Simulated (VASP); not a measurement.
# Br (Im-3m) in VASP: further runs

Runs on Br. Level: PBE. Tasks: density of states.

All numbers are computed with VASP 6.6.1; they aren't measurements. Logs are shortened: lines on timing, memory, paths and dates and some standing lists are left out, and cuts for length are marked.

## 1. The cell of the first run

The structure is cubic, space group Im-3m (No. 229). Conventional cell: a = 3.772 Å, b = 3.772 Å, c = 3.772 Å, α = 90.00°, β = 90.00°, γ = 90.00°. Br (site symmetry m-3m) has 14 Br at 3.27 to 3.77 Å within 4.3 Å.

## 2. Density of states, PBE

The input, POSCAR:

```
Br
1.0
   -1.8859855710      1.8859855710      1.8859855710
    1.8859855710     -1.8859855710      1.8859855710
    1.8859855710      1.8859855710     -1.8859855710
Br
1
Direct
    0.0000000000      0.0000000000      0.0000000000
```

The input, INCAR.step1:

```
SYSTEM = Br
ALGO     = Normal         ! electronic algorithm
EDIFF    = 1E-6           ! SCF threshold, eV
ENCUT    = 520            ! plane-wave cutoff, eV
GGA      = PE             ! functional
ISIF     = 2              ! what is computed and relaxed
ISMEAR   = -1             ! smearing method
LASPH    = .TRUE.         ! aspherical terms in the spheres
LCHARG   = .TRUE.         ! write CHGCAR
LREAL    = .FALSE.        ! projectors in reciprocal space
LWAVE    = .FALSE.        ! write WAVECAR
NBANDS   = 10             ! bands
NELM     = 60             ! most SCF steps
PREC     = Accurate       ! precision mode
SIGMA    = 0.08           ! smearing width, eV
```

The input, KPOINTS.step1:

```
k-points
0
G
  16 16 16
  0 0 0
```

The input, INCAR.step2:

```
SYSTEM = Br
ALGO     = Normal         ! electronic algorithm
EDIFF    = 1E-6           ! SCF threshold, eV
ENCUT    = 520            ! plane-wave cutoff, eV
GGA      = PE             ! functional
ICHARG   = 11             ! starting density
ISIF     = 2              ! what is computed and relaxed
ISMEAR   = -5             ! smearing method
LASPH    = .TRUE.         ! aspherical terms in the spheres
LCHARG   = .FALSE.        ! write CHGCAR
LORBIT   = 11             ! projections on sites
LREAL    = .FALSE.        ! projectors in reciprocal space
LWAVE    = .FALSE.        ! write WAVECAR
NEDOS    = 1001           ! points of the DOS
NELM     = 60             ! most SCF steps
PREC     = Accurate       ! precision mode
SIGMA    = 0.08           ! smearing width, eV
```

The input, KPOINTS.step2:

```
k-points
0
G
  24 24 24
  0 0 0
```

Potentials or basis: VASP PAW PBE potentials, release 64 (Br).

On the command line:

```sh
> cat potpaw_PBE.64/Br/POTCAR > POTCAR
> cp INCAR.step1 INCAR
> cp KPOINTS.step1 KPOINTS
> mpirun -np 1 vasp_std > vasp.out
> cp INCAR.step2 INCAR
> cp KPOINTS.step2 KPOINTS
> mpirun -np 1 vasp_std > vasp.out
```

OUTCAR:

```text
SYSTEM = Br
   EDIFF = 1E-6
   ENCUT = 520
   GGA = PE
   ICHARG = 11
   ISIF = 2
   ISMEAR = -5
   LASPH = .TRUE.
   LORBIT = 11
   LREAL = .FALSE.
   NELM = 60
   PREC = Accurate

 ion  position               nearest neighbor table
   1  0.000  0.000  0.000-

  LATTYP: Found a body centered cubic cell.
 ALAT       =     3.7719711420

  Lattice vectors:

 A1 = (  -1.8859855710,   1.8859855710,   1.8859855710)
 A2 = (   1.8859855710,  -1.8859855710,   1.8859855710)
 A3 = (   1.8859855710,   1.8859855710,  -1.8859855710)

Analysis of symmetry for initial positions (statically):
=====================================================================
 Subroutine PRICEL returns:
 Original cell was already a primitive cell.

 Routine SETGRP: Setting up the symmetry group for a
 body centered cubic supercell.

 Subroutine GETGRP returns: Found 48 space group operations
 (whereof 48 operations were pure point group operations)
 out of a pool of 48 trial point group operations.

The static configuration has the point symmetry O_h .

Analysis of symmetry for dynamics (positions and initial velocities):
=====================================================================
 Subroutine PRICEL returns:
 Original cell was already a primitive cell.

 Routine SETGRP: Setting up the symmetry group for a
 body centered cubic supercell.

 Subroutine GETGRP returns: Found 48 space group operations
 (whereof 48 operations were pure point group operations)
 out of a pool of 48 trial point group operations.

The dynamic configuration has the point symmetry O_h .

 Subroutine INISYM returns: Found 48 space group operations
 (whereof 48 operations are pure point group operations),
 and found     1 'primitive' translations

----------------------------------------------------------------------------------------

                                     Primitive cell

  volume of cell :      26.8334

  direct lattice vectors                    reciprocal lattice vectors
    -1.885985571  1.885985571  1.885985571     0.000000000  0.265113375  0.265113375
     1.885985571 -1.885985571  1.885985571     0.265113375  0.000000000  0.265113375
     1.885985571  1.885985571 -1.885985571     0.265113375  0.265113375  0.000000000

  length of vectors
     3.266622831  3.266622831  3.266622831     0.374926931  0.374926931  0.374926931

  position of ions in fractional coordinates (direct lattice)
     0.000000000  0.000000000  0.000000000

  ion indices of the primitive-cell ions
   primitive index   ion index
                 1           1

----------------------------------------------------------------------------------------

 KPOINTS: k-points

Automatic generation of k-mesh.
 Grid dimensions read from file:
 generate k-points for:   24   24   24

 Generating k-lattice:

  Cartesian coordinates                     Fractional coordinates (reciprocal lattice)
     0.000000000  0.011046391  0.011046391     0.041666667  0.000000000  0.000000000
     0.011046391  0.000000000  0.011046391     0.000000000  0.041666667  0.000000000
     0.011046391  0.011046391  0.000000000     0.000000000  0.000000000  0.041666667

  Length of vectors
     0.015621955  0.015621955  0.015621955

  Shift w.r.t. Gamma in fractional coordinates (k-lattice)
     0.000000000  0.000000000  0.000000000

 TETIRR: Found  16469 inequivalent tetrahedra from    82944

 Subroutine IBZKPT returns following result:
 ===========================================

 Found    413 irreducible k-points:

 Following reciprocal coordinates:
            Coordinates               Weight
  0.000000  0.000000  0.000000      1.000000
  0.041667  0.000000  0.000000     12.000000
  0.083333  0.000000  0.000000     12.000000
  0.125000  0.000000  0.000000     12.000000
  0.166667  0.000000  0.000000     12.000000
  0.208333  0.000000  0.000000     12.000000
[... 16 lines left out ...]
  0.416667  0.041667  0.000000     48.000000
  0.458333  0.041667  0.000000     48.000000
 [... further k-points ...]
   k-points           NKPTS =    413   k-points in BZ     NKDIM =    413   number of bands    NBANDS=      7
   number of dos      NEDOS =   1001   number of ions     NIONS =      1
   total plane-waves  NPLWV =  13824
   dimension x,y,z NGX =    24 NGY =   24 NGZ =   24
   dimension x,y,z NGXF=    48 NGYF=   48 NGZF=   48
   ions per type =               1
   NGX,Y,Z   is equivalent  to a cutoff of  12.21, 12.21, 12.21 a.u.
   NGXF,Y,Z  is equivalent  to a cutoff of  24.43, 24.43, 24.43 a.u.
 SYSTEM =  Br
   PREC   = accura    normal or accurate (medium, high low for compatibility)
   ISTART =      0    job   : 0-new  1-cont  2-samecut
   ICHARG =     11    charge: 1-file 2-atom 10-const
   ISPIN  =      1    spin polarized calculation?
   LNONCOLLINEAR =      F non collinear calculations
   LSORBIT =      F    spin-orbit coupling
   LASPH  =      T    aspherical Exc in radial PAW
   ENCUT  =  520.0 eV  38.22 Ry    6.18 a.u.   6.07  6.07  6.07*2*pi/ulx,y,z
   NELM   =     60;   NELMIN=  2; NELMDL=  0     # of ELM steps
   EDIFF  = 0.1E-05   stopping-criterion for ELM
   LREAL  =      F    real-space projection
   EDIFFG = 0.1E-04   stopping-criterion for IOM
   NSW    =      0    number of steps for IOM
   IBRION =     -1    ionic relax: 0-MD 1-quasi-New 2-CG
   NFREE  =      0    steps in history (QN), initial steepest desc. (CG)
   ISIF   =      2    stress and relaxation
   ISYM   =      2    0-nonsym 1-usesym 2-fastsym
   POTIM  = 0.5000    time-step for ionic-motion
   TEBEG  =    0.0;   TEEND  =   0.0 temperature during run
   PSTRESS=    0.0 pullay stress
   NELECT =       7.0000    total number of electrons
   NUPDOWN=      -1.0000    fix difference up-down
   EMIN   =  10.00;   EMAX   =-10.00  energy-range for DOS
   EFERMI =   0.00;   METHOD = LEGACY
   ISMEAR =    -5;   SIGMA  =   0.08  broadening in eV -4-tet -1-fermi 0-gaus
   EFERMI_NEDOS =   21; number of points for ismear=-14 and -15
   IALGO  =     38    algorithm
   IMIX   =      4    mixing-type and parameters
     AMIX     =   0.40;   BMIX     =  1.00
     AMIX_MAG =   1.60;   BMIX_MAG =  1.00
  volume/ion in A,a.u.               =      26.83       181.08
  Fermi-wavevector in a.u.,A,eV,Ry     =   1.046042  1.976733 14.887549  1.094204
  Thomas-Fermi vector in A             =   2.180863
   LORBIT       =     11    0 simple, 1 ext, 2 COOP (PROOUT), +10 PAW based schemes
   GGA     = PE    functional components
   LHFCALC =     F    Hartree Fock is set to
   AEXX    =    0.0000 exact exchange contribution
   IVDW    =     0    specifies the selected vdW correction
   LEPSILON=     F    determine dielectric tensor
   LRPA    =     F    only Hartree local field effects (RPA)
 non-spin polarized calculation
 Fermi weights with tetrahedron method with Bloechl corrections
  energy-cutoff  :      520.00
  volume of cell :       26.83
 maximum number of plane-waves:       736

 number of electron       6.9999998 magnetization

 Free energy of the ion-electron system (eV)
  ---------------------------------------------------
  ext. energy  EPLUGINS =         0.00000000
  ---------------------------------------------------
  free energy    TOTEN  =        -1.00881824 eV

  energy without entropy =       -1.00881824  energy(sigma->0) =       -1.00881824

 E-fermi :   1.4781     XC(G=0):  -9.2203

 val. band max:        1.4774767209   @ k =   0.3333   0.2083   0.0000
 cond. band min:       1.4692149778   @ k =   0.1667   0.1250   0.0833
 fundamental gap:     -0.0082617431
 Fermi energy:         1.4781235958

 k-point     1 :       0.0000    0.0000    0.0000
  band No.  band energies     occupation
      1     -13.8041      2.00000
      2       2.1906      0.00000
      3       2.1906      0.00000
      4       2.1906      0.00000
      5       9.2499      0.00000
      6      14.1519      0.00000
      7      14.1519      0.00000

 k-point     2 :       0.0417    0.0000    0.0000
  band No.  band energies     occupation
      1     -13.7850      2.00000
      2       2.0597     -0.00518
      3       2.1587      0.00000
      4       2.1865      0.00000
      5       9.3782      0.00000
      6      14.0508      0.00000
      7      14.1074      0.00000

 k-point     3 :       0.0833    0.0000    0.0000
  band No.  band energies     occupation
      1     -13.7283      2.00000
      2       1.6988      0.11103
      3       2.0673      0.00000
      4       2.1744      0.00000
      5       9.7190      0.00000
      6      13.7789      0.00000
      7      13.9413      0.00000

 k-point     4 :       0.1250    0.0000    0.0000
  band No.  band energies     occupation
      1     -13.6360      2.00000
      2       1.1785      2.04049
      3       1.9272      0.00000
      4       2.1551      0.00000
      5      10.1551      0.00000
      6      13.4119      0.00000
      7      13.6587      0.00000

 k-point     5 :       0.1667    0.0000    0.0000
  band No.  band energies     occupation
      1     -13.5116      2.00000
      2       0.5689      2.00000
      3       1.7536     -0.00376
      4       2.1295      0.00000
      5      10.5075      0.00000
      6      13.0108      0.00000
      7      13.4422      0.00000

 k-point     6 :       0.2083    0.0000    0.0000
  band No.  band energies     occupation
      1     -13.3602      2.00000
      2      -0.0757      2.00000
      3       1.5626      0.11829
      4       2.0992      0.00000
      5      10.5828      0.00000
      6      12.6153      0.00000
      7      13.5373      0.00000

 k-point     7 :       0.2500    0.0000    0.0000
  band No.  band energies     occupation
      1     -13.1891      2.00000
      2      -0.7151      2.00000
      3       1.3693      2.03175
      4       2.0662      0.00000
      5      10.3779      0.00000
      6      12.2492      0.00000
      7      13.9656      0.00000
[... 121 lines left out ...]
 k-point    20 :       0.2917    0.0417   -0.0000
  band No.  band energies     occupation
      1     -12.9068      2.00000
      2      -1.5969      2.00000
      3       1.0689      2.00000
      4       1.9701      0.00000
      5       9.9766      0.00000
      6      11.8141      0.00000
      7      14.7207      0.00000

 k-point    21 :       0.3333    0.0417    0.0000
  band No.  band energies     occupation
      1     -12.7340      2.00000
      2      -2.0887      2.00000
      3       0.9140      2.00000
      4       1.9385      0.00000
      5       9.6690      0.00000
      6      11.5797      0.00000
      7      15.3387      0.00000

 k-point    22 :       0.3750    0.0417    0.0000
  band No.  band energies     occupation
      1     -12.5847      2.00000
      2      -2.4841      2.00000
      3       0.7923      2.00000
      4       1.9124      0.00000
      5       9.4232      0.00000
      6      11.4013      0.00000
      7      15.9450      0.00000

 k-point    23 :       0.4167    0.0417    0.0000
  band No.  band energies     occupation
      1     -12.4739      2.00000
      2      -2.7618      2.00000
      3       0.7086      2.00000
      4       1.8938      0.00000
      5       9.2541      0.00000
      6      11.2812      0.00000
      7      16.5341      0.00000

 k-point    24 :       0.4583    0.0417    0.0000
  band No.  band energies     occupation
      1     -12.4147      2.00000
      2      -2.9054      2.00000
      3       0.6661      2.00000
      4       1.8841      0.00000
      5       9.1683      0.00000
      6      11.2209      0.00000
      7      17.0730      0.00000

 [... further k-points ...]
[... 5 lines left out ...]
  --------------------------------------------------------------------------------------
  -------------------------------------------------------------------------------------
  Total       -0.0467077     -0.0467077     -0.0467077     -0.0000000     -0.0000000      0.0000000
  in kB       -2.7888404     -2.7888404     -2.7888404     -0.0000000     -0.0000000      0.0000000
  external PRESSURE =      -2.7888404 kB  Pullay stress =       0.0000000 kB

 VOLUME and BASIS-vectors are now :
 -----------------------------------------------------------------------------
  energy-cutoff  :      520.00
  volume of cell :       26.83
      direct lattice vectors                 reciprocal lattice vectors
    -1.885985571  1.885985571  1.885985571     0.000000000  0.265113375  0.265113375
     1.885985571 -1.885985571  1.885985571     0.265113375  0.000000000  0.265113375
     1.885985571  1.885985571 -1.885985571     0.265113375  0.265113375  0.000000000

 POSITION                                       TOTAL-FORCE (eV/Angst)
 -----------------------------------------------------------------------------------
      0.00000      0.00000      0.00000         0.000000      0.000000      0.000000
 -----------------------------------------------------------------------------------
    total drift:                               -0.000000      0.000000     -0.000000

  FREE ENERGIE OF THE ION-ELECTRON SYSTEM (eV)
  ---------------------------------------------------
  free  energy   TOTEN  =        -1.0088182365 eV

  energy  without entropy=       -1.0088182365  energy(sigma->0) =       -1.00881824

 total charge

# of ion       s       p       d       tot
------------------------------------------
    1        1.645   3.006   0.017   4.668
```

It took 24 s on 1 thread of Intel Xeon Platinum 8488C (Sapphire Rapids), shared host; peak memory 0.2 GiB.

What came out:

- Valence electrons inside the program's atomic spheres: Br 4.67

Levels at points of the mesh, in eV from the Fermi level:
| k point | band 1 | band 2 | band 3 | band 4 | band 5 | band 6 | band 7 |
| --- | --- | --- | --- | --- | --- | --- | --- |
| (0.00, 0.00, 0.00) | -15.28 | 0.71 | 0.71 | 0.71 | 7.77 | 12.67 | 12.67 |
| (0.50, 0.00, 0.00) | -13.89 | -4.42 | -0.77 | 0.46 | 7.58 | 9.68 | 15.98 |
| (0.50, 0.50, 0.50) | -13.03 | -2.52 | -2.52 | -2.52 | 6.49 | 6.49 | 19.77 |

Caveat: an odd number of electrons without spin polarisation forces a metal; a magnetic or distorted state may lie lower; tetrahedron occupations give inexact forces and stress in metals.

## 3. Density of states, PBE (volume scaled by 0.4)

The input, POSCAR:

```
Br
1.0
   -1.3896060500      1.3896060500      1.3896060500
    1.3896060500     -1.3896060500      1.3896060500
    1.3896060500      1.3896060500     -1.3896060500
Br
1
Direct
    0.0000000000      0.0000000000      0.0000000000
```

The input, INCAR.step1:

```
SYSTEM = Br
PREC = Accurate
ENCUT = 520
EDIFF = 1E-6
ISMEAR = -1
SIGMA = 0.08
LREAL = .FALSE.
LASPH = .TRUE.
NELM = 100
ALGO = Normal
ISIF = 2
LWAVE = .FALSE.
LCHARG = .TRUE.
GGA = PE
NBANDS = 10
```

The input, KPOINTS.step1:

```
Automatic mesh
0
G
  16 16 16
  0 0 0
```

The input, INCAR.step2:

```
SYSTEM = Br
PREC = Accurate
ENCUT = 520
EDIFF = 1E-6
ISMEAR = -5
SIGMA = 0.08
LREAL = .FALSE.
LASPH = .TRUE.
NELM = 100
ALGO = Normal
ISIF = 2
LWAVE = .FALSE.
LCHARG = .FALSE.
GGA = PE
LORBIT = 10
NBANDS = 10
NEDOS = 1001
ICHARG = 11
```

The input, KPOINTS.step2:

```
Automatic mesh
0
G
  24 24 24
  0 0 0
```

Potentials or basis: VASP PAW PBE potentials, release 64 (Br).

On the command line:

```sh
> cat potpaw_PBE.64/Br/POTCAR > POTCAR
> cp INCAR.step1 INCAR
> cp KPOINTS.step1 KPOINTS
> mpirun -np 1 vasp_std > vasp.out
> cp INCAR.step2 INCAR
> cp KPOINTS.step2 KPOINTS
> mpirun -np 1 vasp_std > vasp.out
```

Run time: 31 s. Hardware: 1 thread of AMD EPYC 7R43 (Zen 3), shared host; peak memory 0.14 GiB.

It converged, with:

```yaml
Valence_electrons_inside_the_program's_atomic_spheres: Br 5.33
```

Levels at points of the mesh, in eV from the Fermi level:
```tsv
k point	band 2	band 3	band 4	band 5	band 6	band 7
(0.00, 0.00, 0.00)	4.10	4.10	4.10	12.62	12.62	12.62
(0.50, 0.00, 0.00)	-15.11	-2.25	1.43	6.08	6.27	20.96
(0.50, 0.50, 0.50)	-8.68	-8.68	-8.68	-0.72	-0.72	29.02
```

Caveat: an odd number of electrons without spin polarisation forces a metal; a magnetic or distorted state may lie lower; tetrahedron occupations give inexact forces and stress in metals.
